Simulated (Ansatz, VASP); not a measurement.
# One calculation of ScAl, two programs

The input POSCAR:

```
ScAl
1.0
    3.3703489700      0.0000000000      0.0000000000
    0.0000000000      3.3703489700      0.0000000000
    0.0000000000      0.0000000000      3.3703489700
Sc Al
1 1
Direct
    0.5000000000      0.5000000000      0.5000000000
    0.0000000000      0.0000000000      0.0000000000
```

INCAR.step1

```
SYSTEM = ScAl
ALGO = Normal
EDIFF = 1E-4
ENCUT = 520
GGA = PE
ISMEAR = 0
LASPH = .True.
LCHARG = .False.
LREAL = .False.
LWAVE = .True.
NBANDS = 14
NELM = 60
PREC = Accurate
SIGMA = 0.02
```

The input INCAR.step2:

```
SYSTEM = ScAl
ALGO = Normal
EDIFF = 1E-6
ENCUT = 520
ISIF = 2
ISMEAR = 0
ISTART = 1
LASPH = .True.
LCHARG = .False.
LMIXTAU = .True.
LREAL = .False.
LWAVE = .False.
METAGGA = R2SCAN
NBANDS = 14
NELM = 60
PREC = Accurate
SIGMA = 0.02
```

The input KPOINTS:

```
k-points
0
Gamma
  12 12 12
  0 0 0
```

Input for Ansatz:

```yaml
crystal:
  lattice:
    - [3.37034897, 0.0, 0.0]
    - [0.0, 3.37034897, 0.0]
    - [0.0, 0.0, 3.37034897]
  atoms:
    - { symbol: Sc, position: [0.5, 0.5, 0.5] }
    - { symbol: Al, position: [0.0, 0.0, 0.0] }
basis:
  ecutwfc: 500
kpoints:
  mp_grid: { grid: [12, 12, 12] }
hamiltonian:
  xc: r2scan
scf:
  occupations: { method: gaussian, width: 0.02 }
output:
  forces: true
  stress: true
  eigenvalues: true
```

Alike in both runs: task single point; functional r2SCAN; k mesh 12 × 12 × 12; occupations gaussian, width 0.02 eV; no spin polarisation.

|  | VASP | Ansatz |
| --- | --- | --- |
| version | VASP 6.6.1 | Ansatz 0.2.0 |
| potentials or method | VASP PAW PBE potentials, release 64 (Sc_sv, Al), cutoff 520 eV | scalar-relativistic, plane waves, PAW |
| valence electrons in the cell | 14 | 14 |

|  | VASP | Ansatz | Ansatz less VASP |
| --- | --- | --- | --- |
| gap on the k mesh at the Fermi level (eV) | none | none | - |
| pressure (GPa) | 0.1 | -0.1 | -0.21 |

VASP's potentials were made for PBE, not for r2SCAN. A gap of «none» marks a metal or a gap that the smearing closes.
